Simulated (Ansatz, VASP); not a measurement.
Cu: VASP beside Ansatz

```
CELL_PARAMETERS angstrom
2.51960 0.00000 0.00000
-1.25980 2.18204 0.00000
0.00000 0.00000 24.22900
ATOMIC_POSITIONS crystal
Cu 0.83333 0.16667 0.33128
Cu 0.16667 0.83333 0.41544
Cu 0.50000 0.50000 0.50000
Cu 0.83333 0.16667 0.58456
Cu 0.16667 0.83333 0.66872
```

Alike in both runs: functional PBEsol; k mesh 18 × 18 × 1; occupations fermi-dirac, width 0.1 eV; no spin polarisation.

Ansatz relaxed the structure, and its values are those at the end. VASP's run is a single point on that final structure, the one shown.

|  | VASP | Ansatz |
| --- | --- | --- |
| version | VASP 6.6.1 | Ansatz 0.2.0 |
| potentials or method | VASP PAW PBE potentials, release 64 (Cu) | PAW with Ansatz's default frozen-core files, scalar-relativistic |
| plane-wave cutoff (eV) | 520 | 420 |
| valence electrons in the cell | 55 | 95 |

VASP gave:

| Item | Value |
| --- | --- |
| rms of the force components (eV/Å) | 0.009 |

What did Ansatz give for the same quantities?

rms of the force components (eV/Å): 0.000.

VASP's potentials were made for PBE, not for PBEsol. The functional is the same, so the differences come from potentials, cutoffs and numerics. VASP's potentials hold 55 valence electrons a cell and Ansatz's 95, so a difference there can come from the potentials and not from the codes. Ansatz's warnings: stress scf threshold loose.
